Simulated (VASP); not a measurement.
Wanted: the native input for a VASP 6.6.1 run.

| Property | Result |
| --- | --- |
| Task | single point |
| Functional | PBEsol |
| Potentials or basis | VASP PAW PBE potentials, release 64 (Cd, Se, Te) |
| Cutoff | 500 eV |
| k mesh | 1 × 1 × 1, shifted |
| Occupations | fermi-dirac, width 0.05 eV |
| Spin | no spin polarisation |
| Dipole correction | no |
| Further INCAR settings | LREAL = Auto; ALGO = Normal; EDIFF = 1e-06; NBANDS = 326; ISYM = -1 |

The structure of Cd16Te3Se13 lies in POSCAR:

```
Cd16Te3Se13
1.0
   12.3144873985      0.0000000000      0.0000000000
    0.0000000000     12.3144873985      0.0000000000
    0.0000000000      0.0000000000     12.3144873985
Cd Se Te
32 26 6
Direct
    0.0062730000      0.9950740000      0.0069630000
    0.9942860000      0.0079330000      0.5059920000
    0.9993690000      0.4970670000      0.9992350000
    0.0008160000      0.4991280000      0.4994220000
    0.5008010000      0.0143100000      0.9993650000
    0.5049070000      0.0066020000      0.4936200000
    0.4934750000      0.4935600000      0.9957910000
    0.5011890000      0.4968680000      0.5009870000
    0.2479990000      0.2524890000      0.9998140000
    0.2503310000      0.2526630000      0.4999830000
    0.2447820000      0.7429650000      0.9945900000
    0.2483950000      0.7370550000      0.5003020000
    0.7449750000      0.2577010000      0.0052360000
    0.7518120000      0.2524060000      0.4996220000
    0.7634750000      0.7490610000      0.9993570000
    0.7509500000      0.7485760000      0.4998210000
    0.2489650000      0.0146840000      0.2526000000
    0.2435950000      0.0063800000      0.7558640000
    0.2490950000      0.4983850000      0.2490190000
    0.2488490000      0.4970830000      0.7475820000
    0.7513650000      0.0010490000      0.2493190000
    0.7504420000      0.0026000000      0.7353940000
    0.7563770000      0.4918980000      0.2580490000
    0.7510150000      0.4987770000      0.7502080000
    0.9998680000      0.2505060000      0.2518730000
    0.0052980000      0.2591980000      0.7449920000
    0.9951690000      0.7411870000      0.2452110000
    0.0001470000      0.7502270000      0.7483360000
    0.5002610000      0.2543170000      0.2502370000
    0.4998010000      0.2511420000      0.7482590000
    0.5001880000      0.7501960000      0.2630210000
    0.5004800000      0.7355140000      0.7503830000
    0.1237650000      0.1301390000      0.1244590000
    0.1251400000      0.1295110000      0.6243720000
    0.1232510000      0.6198310000      0.1229220000
    0.1219670000      0.6203950000      0.6269320000
    0.6256730000      0.1294870000      0.1291780000
    0.6240450000      0.1305200000      0.6204490000
    0.6277490000      0.6201620000      0.6222200000
    0.3723620000      0.3731090000      0.1251450000
    0.3747990000      0.3747000000      0.6244690000
    0.8772460000      0.3742620000      0.1266420000
    0.8747420000      0.3771180000      0.6228080000
    0.8769730000      0.8749850000      0.1276650000
    0.8755110000      0.8724660000      0.6222790000
    0.3768880000      0.1321820000      0.3755810000
    0.3724210000      0.1314630000      0.8737900000
    0.3747860000      0.6175560000      0.3762230000
    0.3706090000      0.6184430000      0.8730830000
    0.8730260000      0.1271920000      0.3745480000
    0.8751700000      0.6223070000      0.3772930000
    0.8790760000      0.6216240000      0.8717840000
    0.1247220000      0.3748800000      0.3747430000
    0.1262520000      0.3770530000      0.8749060000
    0.1229570000      0.8729250000      0.8744540000
    0.6247940000      0.3730570000      0.3771350000
    0.6232460000      0.3751430000      0.8724510000
    0.6294980000      0.8769490000      0.3767580000
    0.6266790000      0.6209650000      0.1265180000
    0.3729510000      0.8766530000      0.1248290000
    0.3748240000      0.8753650000      0.6249720000
    0.8767070000      0.1270520000      0.8751600000
    0.1211300000      0.8748700000      0.3752290000
    0.6265860000      0.8753610000      0.8728960000
```

One way to write it, as run:

INCAR

```
PREC = Accurate
ENCUT = 500
EDIFF = 1E-6
ISMEAR = -1
SIGMA = 0.05
LREAL = Auto
LASPH = True
NELM = 120
ALGO = Normal
ISIF = 2
LWAVE = False
LCHARG = True
GGA = PS
LELF = True
LVHAR = True
ISYM = -1
NBANDS = 326
GGA_COMPAT = False
```

KPOINTS

```
explicit points
1
Reciprocal
  0.25000000   0.25000000   0.25000000 1
```

Potentials or basis: VASP PAW PBE potentials, release 64 (Cd, Se, Te).

The run is started by

```sh
$ cat potpaw_PBE.64/Cd/POTCAR potpaw_PBE.64/Se/POTCAR potpaw_PBE.64/Te/POTCAR > POTCAR
$ mpirun -np 1 vasp_std > vasp.out
```

Results of the run:

| Item | Value |
| --- | --- |
| Pressure | 0.3 GPa |
| Largest force | 0.022 eV/Å |
| Band gap on the k mesh | 1.51 eV |

Caveat: the PAW data sets were made with another functional, which shifts forces and pressure a little; spin-orbit coupling is left out, which moves the levels of the heavy elements; a shifted mesh leaves out Γ, where band edges can lie.

Run time: 21 min on 1 thread of Intel(R) Xeon(R) Platinum 8259CL CPU @ 2.50GHz (Skylake/Cascade Lake) (shared host), peak memory 1.5 GiB.
